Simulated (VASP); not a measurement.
# BaOs3 (Pm-3m) in VASP: single point with r2SCAN

Aim: the single point of BaOs3 with r2SCAN.

All numbers are computed with VASP 6.6.1; they aren't measurements. Logs are shortened: lines on timing, memory, paths and dates and some standing lists are left out, and cuts for length are marked.

## (1) The cell of the first run

The structure is cubic, space group Pm-3m (No. 221). The conventional cell has a = 4.165 Å, b = 4.165 Å, c = 4.165 Å, α = 90.00°, β = 90.00°, γ = 90.00°. Within 3.9 Å of Ba (site symmetry m-3m) lie 12 Os at 2.94 Å. Within 3.9 Å of Os (site symmetry 4/mmm) lie 4 Ba at 2.94 Å and 8 Os at 2.94 Å.

## (2) Single point, r2SCAN

File POSCAR:

```
BaOs3
1.0
    4.1645791730      0.0000000000      0.0000000000
    0.0000000000      4.1645791730      0.0000000000
    0.0000000000      0.0000000000      4.1645791730
Ba Os
1 3
Direct
    0.0000000000      0.0000000000      0.0000000000
    0.0000000000      0.5000000000      0.5000000000
    0.5000000000      0.0000000000      0.5000000000
    0.5000000000      0.5000000000      0.0000000000
```

File INCAR.step1:

```
ALGO = Normal ; EDIFF = 1E-5
ENCUT = 620 ; GGA = PE
GGA_COMPAT = False ; ISMEAR = 0
LASPH = True ; LCHARG = False
LREAL = False ; LWAVE = True
NBANDS = 37 ; NELM = 120
PREC = Accurate ; SIGMA = 0.1
```

File INCAR.step2:

```
ALGO = Normal ; EDIFF = 1E-6
ENCUT = 620 ; GGA_COMPAT = False
ISIF = 2 ; ISMEAR = 0
ISTART = 1 ; LASPH = True
LCHARG = True ; LELF = True
LMIXTAU = True ; LREAL = False
LVHAR = True ; LWAVE = False
METAGGA = R2SCAN ; NBANDS = 37
NELM = 120 ; PREC = Accurate
SIGMA = 0.1
```

File KPOINTS:

```
k-points
0
Gamma
  12 12 12
```

Potentials or basis: VASP PAW PBE potentials, release 64 (Ba_sv, Os_sv_GW).

Started as:

```bash
$ cat potpaw_PBE.64/Ba_sv/POTCAR potpaw_PBE.64/Os_sv_GW/POTCAR > POTCAR
$ cp INCAR.step1 INCAR
$ mpirun -np 1 vasp_std > vasp.out
$ cp INCAR.step2 INCAR
$ mpirun -np 1 vasp_std > vasp.out
```

OUTCAR:

```text
EDIFF = 1E-6
   ENCUT = 620
   ISIF = 2
   ISMEAR = 0
   ISTART = 1
   LASPH = True
   LREAL = False
   METAGGA = R2SCAN
   NELM = 120
   PREC = Accurate

 ion  position               nearest neighbor table
   1  0.000  0.000  0.000-   2 2.94   3 2.94   4 2.94   2 2.94   3 2.94   2 2.94   4 2.94   2 2.94
                             3 2.94   4 2.94   3 2.94   4 2.94
   2  0.000  0.500  0.500-   1 2.94   3 2.94   4 2.94   1 2.94   4 2.94   1 2.94   3 2.94   1 2.94
                             3 2.94   4 2.94   4 2.94   3 2.94
   3  0.500  0.000  0.500-   1 2.94   2 2.94   4 2.94   1 2.94   4 2.94   2 2.94   4 2.94   4 2.94
                             1 2.94   2 2.94   1 2.94   2 2.94
   4  0.500  0.500  0.000-   1 2.94   2 2.94   3 2.94   2 2.94   3 2.94   1 2.94   3 2.94   3 2.94
                             1 2.94   2 2.94   2 2.94   1 2.94

  LATTYP: Found a simple cubic cell.
 ALAT       =     4.1645791730

  Lattice vectors:

 A1 = (   4.1645791730,   0.0000000000,   0.0000000000)
 A2 = (   0.0000000000,   4.1645791730,   0.0000000000)
 A3 = (   0.0000000000,   0.0000000000,   4.1645791730)

Analysis of symmetry for initial positions (statically):
=====================================================================
 Subroutine PRICEL returns:
 Original cell was already a primitive cell.

 Routine SETGRP: Setting up the symmetry group for a
 simple cubic supercell.

 Subroutine GETGRP returns: Found 48 space group operations
 (whereof 48 operations were pure point group operations)
 out of a pool of 48 trial point group operations.

The static configuration has the point symmetry O_h .

Analysis of symmetry for dynamics (positions and initial velocities):
=====================================================================
 Subroutine PRICEL returns:
 Original cell was already a primitive cell.

 Routine SETGRP: Setting up the symmetry group for a
 simple cubic supercell.

 Subroutine GETGRP returns: Found 48 space group operations
 (whereof 48 operations were pure point group operations)
 out of a pool of 48 trial point group operations.

The dynamic configuration has the point symmetry O_h .

 Subroutine INISYM returns: Found 48 space group operations
 (whereof 48 operations are pure point group operations),
 and found     1 'primitive' translations

----------------------------------------------------------------------------------------

                                     Primitive cell

  volume of cell :      72.2293

  direct lattice vectors                    reciprocal lattice vectors
     4.164579173  0.000000000  0.000000000     0.240120300  0.000000000  0.000000000
     0.000000000  4.164579173  0.000000000     0.000000000  0.240120300  0.000000000
     0.000000000  0.000000000  4.164579173     0.000000000  0.000000000  0.240120300

  length of vectors
     4.164579173  4.164579173  4.164579173     0.240120300  0.240120300  0.240120300

  position of ions in fractional coordinates (direct lattice)
     0.000000000  0.000000000  0.000000000
     0.000000000  0.500000000  0.500000000
     0.500000000  0.000000000  0.500000000
     0.500000000  0.500000000  0.000000000

  ion indices of the primitive-cell ions
   primitive index   ion index
                 1           1
                 2           2
                 3           3
                 4           4

----------------------------------------------------------------------------------------

 KPOINTS: k-points

Automatic generation of k-mesh.
 Grid dimensions read from file:
 generate k-points for:   12   12   12

 Generating k-lattice:

  Cartesian coordinates                     Fractional coordinates (reciprocal lattice)
     0.020010025  0.000000000  0.000000000     0.083333333  0.000000000  0.000000000
     0.000000000  0.020010025  0.000000000     0.000000000  0.083333333  0.000000000
     0.000000000  0.000000000  0.020010025     0.000000000  0.000000000  0.083333333

  Length of vectors
     0.020010025  0.020010025  0.020010025

  Shift w.r.t. Gamma in fractional coordinates (k-lattice)
     0.000000000  0.000000000  0.000000000

 Subroutine IBZKPT returns following result:
 ===========================================

 Found     84 irreducible k-points:

 Following reciprocal coordinates:
            Coordinates               Weight
  0.000000  0.000000  0.000000      1.000000
  0.083333  0.000000  0.000000      6.000000
  0.166667  0.000000  0.000000      6.000000
  0.250000  0.000000  0.000000      6.000000
  0.333333  0.000000  0.000000      6.000000
  0.416667  0.000000  0.000000      6.000000
[... 16 lines left out ...]
  0.333333  0.333333  0.000000     12.000000
  0.416667  0.333333  0.000000     24.000000
 [... further k-points ...]
   k-points           NKPTS =     84   k-points in BZ     NKDIM =     84   number of bands    NBANDS=     37
   number of dos      NEDOS =    301   number of ions     NIONS =      4
   total plane-waves  NPLWV =  46656
   dimension x,y,z NGX =    36 NGY =   36 NGZ =   36
   dimension x,y,z NGXF=    72 NGYF=   72 NGZF=   72
   ions per type =               1   3
   NGX,Y,Z   is equivalent  to a cutoff of  14.37, 14.37, 14.37 a.u.
   NGXF,Y,Z  is equivalent  to a cutoff of  28.74, 28.74, 28.74 a.u.
 SYSTEM =  unknown system
   PREC   = accura    normal or accurate (medium, high low for compatibility)
   ISTART =      1    job   : 0-new  1-cont  2-samecut
   ICHARG =      0    charge: 1-file 2-atom 10-const
   ISPIN  =      1    spin polarized calculation?
   LNONCOLLINEAR =      F non collinear calculations
   LSORBIT =      F    spin-orbit coupling
   LASPH  =      T    aspherical Exc in radial PAW
   ENCUT  =  620.0 eV  45.57 Ry    6.75 a.u.   8.46  8.46  8.46*2*pi/ulx,y,z
   NELM   =    120;   NELMIN=  2; NELMDL=  0     # of ELM steps
   EDIFF  = 0.1E-05   stopping-criterion for ELM
   LREAL  =      F    real-space projection
   EDIFFG = 0.1E-04   stopping-criterion for IOM
   NSW    =      0    number of steps for IOM
   IBRION =     -1    ionic relax: 0-MD 1-quasi-New 2-CG
   NFREE  =      0    steps in history (QN), initial steepest desc. (CG)
   ISIF   =      2    stress and relaxation
   ISYM   =      2    0-nonsym 1-usesym 2-fastsym
   POTIM  = 0.5000    time-step for ionic-motion
   TEBEG  =    0.0;   TEEND  =   0.0 temperature during run
   PSTRESS=    0.0 pullay stress
   NELECT =      58.0000    total number of electrons
   NUPDOWN=      -1.0000    fix difference up-down
   EMIN   =  10.00;   EMAX   =-10.00  energy-range for DOS
   EFERMI =   0.00;   METHOD = LEGACY
   ISMEAR =     0;   SIGMA  =   0.10  broadening in eV -4-tet -1-fermi 0-gaus
   EFERMI_NEDOS =   21; number of points for ismear=-14 and -15
   IALGO  =     38    algorithm
   IMIX   =      4    mixing-type and parameters
     AMIX     =   0.40;   BMIX     =  1.00
     AMIX_MAG =   1.60;   BMIX_MAG =  1.00
  volume/ion in A,a.u.               =      18.06       121.86
  Fermi-wavevector in a.u.,A,eV,Ry     =   1.521644  2.875490 31.502933  2.315400
  Thomas-Fermi vector in A             =   2.630331
   LORBIT       =      0    0 simple, 1 ext, 2 COOP (PROOUT), +10 PAW based schemes
   METAGGA = R2SCAN    functional components
   LHFCALC =     F    Hartree Fock is set to
   AEXX    =    0.0000 exact exchange contribution
   IVDW    =     0    specifies the selected vdW correction
   LEPSILON=     F    determine dielectric tensor
   LRPA    =     F    only Hartree local field effects (RPA)
 non-spin polarized calculation
 Gauss-broadening in eV      SIGMA  =   0.10
  energy-cutoff  :      620.00
  volume of cell :       72.23
 maximum number of plane-waves:      2560
 NGX is ok and might be reduce to    36
   NGX = 17   NGY = 17   NGZ = 17

 number of electron      57.9999997 magnetization

 Free energy of the ion-electron system (eV)
  ---------------------------------------------------
  ext. energy  EPLUGINS =         0.00000000
  ---------------------------------------------------
  free energy    TOTEN  =      -180.56659708 eV

  energy without entropy =     -180.52431328  energy(sigma->0) =     -180.54545518

 E-fermi :   8.5854     XC(G=0): -13.9409

 val. band max:        8.5837086261   @ k =   0.4167   0.0833   0.0833
 cond. band min:       8.5866150862   @ k =   0.3333   0.3333   0.1667
 fundamental gap:      0.0029064602
 Fermi energy:         8.5854452778

 k-point     1 :       0.0000    0.0000    0.0000
  band No.  band energies     occupation
      1     -78.8847      2.00000
      2     -78.8494      2.00000
      3     -78.8494      2.00000
      4     -37.8689      2.00000
      5     -37.8689      2.00000
      6     -37.8689      2.00000
[... 29 lines left out ...]
     36      15.1013      0.00000
     37      15.1013      0.00000

 k-point     2 :       0.0833    0.0000    0.0000
  band No.  band energies     occupation
      1     -78.8842      2.00000
      2     -78.8500      2.00000
      3     -78.8494      2.00000
      4     -37.8660      2.00000
      5     -37.8660      2.00000
      6     -37.8641      2.00000
[... 29 lines left out ...]
     36      15.0750      0.00000
     37      15.5925      0.00000

 k-point     3 :       0.1667    0.0000    0.0000
  band No.  band energies     occupation
      1     -78.8827      2.00000
      2     -78.8515      2.00000
      3     -78.8494      2.00000
      4     -37.8579      2.00000
      5     -37.8579      2.00000
      6     -37.8499      2.00000
[... 29 lines left out ...]
     36      14.9918      0.00000
     37      16.2326      0.00000

 k-point     4 :       0.2500    0.0000    0.0000
  band No.  band energies     occupation
      1     -78.8802      2.00000
      2     -78.8538      2.00000
      3     -78.8494      2.00000
      4     -37.8459      2.00000
      5     -37.8459      2.00000
      6     -37.8276      2.00000
[... 29 lines left out ...]
     36      14.8447      0.00000
     37      16.5206      0.00000
[... 683 lines left out ...]
      1     -78.8695      2.00000
      2     -78.8612      2.00000
      3     -78.8529      2.00000
      4     -37.8701      2.00000
      5     -37.7916      2.00000
      6     -37.7135      2.00000
[... 29 lines left out ...]
     36      13.7365      0.00000
     37      15.8287      0.00000

 k-point    23 :       0.3333    0.3333    0.0000
  band No.  band energies     occupation
      1     -78.8711      2.00000
      2     -78.8583      2.00000
      3     -78.8542      2.00000
      4     -37.8811      2.00000
      5     -37.7927      2.00000
      6     -37.7120      2.00000
[... 29 lines left out ...]
     36      14.4721      0.00000
     37      14.9147      0.00000

 k-point    24 :       0.4167    0.3333    0.0000
  band No.  band energies     occupation
      1     -78.8685      2.00000
      2     -78.8600      2.00000
      3     -78.8551      2.00000
      4     -37.8843      2.00000
      5     -37.7803      2.00000
      6     -37.7296      2.00000
[... 29 lines left out ...]
     36      14.0763      0.00000
     37      14.8905      0.00000

 [... further k-points ...]
[... 5 lines left out ...]
  --------------------------------------------------------------------------------------
  -------------------------------------------------------------------------------------
  Total        1.9684881      1.9684881      1.9684881      0.0000000     -0.0000000     -0.0000000
  in kB       43.6646526     43.6646526     43.6646526      0.0000000     -0.0000000     -0.0000000
  external PRESSURE =      43.6646526 kB  Pullay stress =       0.0000000 kB

 VOLUME and BASIS-vectors are now :
 -----------------------------------------------------------------------------
  energy-cutoff  :      620.00
  volume of cell :       72.23
      direct lattice vectors                 reciprocal lattice vectors
     4.164579173  0.000000000  0.000000000     0.240120300  0.000000000  0.000000000
     0.000000000  4.164579173  0.000000000     0.000000000  0.240120300  0.000000000
     0.000000000  0.000000000  4.164579173     0.000000000  0.000000000  0.240120300

 POSITION                                       TOTAL-FORCE (eV/Angst)
 -----------------------------------------------------------------------------------
      0.00000      0.00000      0.00000         0.000000      0.000000      0.000000
      0.00000      2.08229      2.08229         0.000000      0.000000      0.000000
      2.08229      0.00000      2.08229         0.000000      0.000000      0.000000
      2.08229      2.08229      0.00000         0.000000      0.000000      0.000000
 -----------------------------------------------------------------------------------
    total drift:                                0.000000      0.000000      0.000000

  FREE ENERGIE OF THE ION-ELECTRON SYSTEM (eV)
  ---------------------------------------------------
  free  energy   TOTEN  =      -180.5665970838 eV

  energy  without entropy=     -180.5243132776  energy(sigma->0) =     -180.54545518
```

Wall time 9.2 min (1 thread of Intel Xeon 6975P-C (Granite Rapids), shared host); peak memory 0.39 GiB.

Results:

```yaml
Free_energy: -180.5666 eV
Pressure: 4.4 GPa
Band_gap_on_the_k_mesh: zero (bands 29 and 30 overlap by 2.32 eV)
```

Caveat: the cell stands under pressure; the PAW data sets were made with another functional, which shifts forces and pressure a little; spin-orbit coupling is left out, which moves the levels of the heavy elements.
